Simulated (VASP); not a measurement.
Here is a VASP 6.6.1 calculation.

File INCAR:

```
PREC     = Accurate       # precision mode
ENCUT    = 520            # plane-wave cutoff, eV
EDIFF    = 1E-7           # SCF threshold, eV
ISMEAR   = -1             # smearing method
SIGMA    = 0.05           # smearing width, eV
LREAL    = F              # projectors in reciprocal space
LASPH    = T              # aspherical terms in the spheres
NELM     = 80             # most SCF steps
ALGO     = Normal         # electronic algorithm
ISIF     = 2              # what is computed and relaxed
LWAVE    = F              # write WAVECAR
LCHARG   = T              # write CHGCAR
GGA      = PS             # functional
LELF     = T              # ELF
LVHAR    = T            
NBANDS   = 22             # bands
```

KPOINTS

```
regular mesh
0
Gamma
  7 7 7
```

POSCAR

```
Bi
1.0
    2.1755609136      1.2560606791      3.5716802246
   -2.1755609136      1.2560606791      3.5716802246
    0.0000000000     -2.5121213582      3.5716802246
Bi
2
Direct
    0.7552331524      0.7552331524      0.7552331524
    0.2447668476      0.2447668476      0.2447668476
```

Potentials or basis: VASP PAW PBE potentials, release 64 (Bi_d).

Command:

```console
$ cat potpaw_PBE.64/Bi_d/POTCAR > POTCAR
$ mpirun -np 1 vasp_std > vasp.out
```

(1) Estimate the pressure.

Answers

(1) 9.9 GPa.

Caveat: the cell stands under pressure; the PAW data sets were made with another functional, which shifts forces and pressure a little.
